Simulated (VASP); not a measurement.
Input of a VASP 6.6.1 run:

The input INCAR:

```
ALGO     = Normal         # electronic algorithm
EDIFF    = 1E-8           # SCF threshold, eV
ENCUT    = 600            # plane-wave cutoff, eV
GGA      = CA             # functional
IBRION   = 6              # ionic algorithm
ISIF     = 3              # what is computed and relaxed
ISMEAR   = -1             # smearing method
LASPH    = True           # aspherical terms in the spheres
LCHARG   = False          # write CHGCAR
LREAL    = False          # projectors in reciprocal space
LWAVE    = False          # write WAVECAR
NELM     = 100            # most SCF steps
NFREE    = 2            
NSW      = 1              # ionic steps
POTIM    = 0.015          # step
PREC     = Accurate       # precision mode
SIGMA    = 0.15           # smearing width, eV
```

File KPOINTS:

```
k-points
0
Gamma
  18 18 18
```

POSCAR

```
Ag
1.0
    0.0000000000      2.0011610293      2.0011610293
    2.0011610293      0.0000000000      2.0011610293
    2.0011610293      2.0011610293      0.0000000000
Ag
1
Direct
    0.0000000000      0.0000000000      0.0000000000
```

Potentials or basis: VASP PAW LDA potentials, release 64 (Ag).

Command:

```console
$ cat potpaw_LDA.64/Ag/POTCAR > POTCAR
$ mpirun -np 1 vasp_std > vasp.out
```

Question: Estimate the elastic constants C11, C12, C44.

Answer: 168, 124, 63 GPa.

Question: Estimate the Voigt bulk modulus.

Answer: 139 GPa.

Elastic tensor in Voigt notation (GPa, in the Cartesian axes of the cell as first typed):
```
168 124 124   0   0   0
124 168 124   0   0   0
124 124 168   0   0   0
  0   0   0  63   0   0
  0   0   0   0  63   0
  0   0   0   0   0  63
```
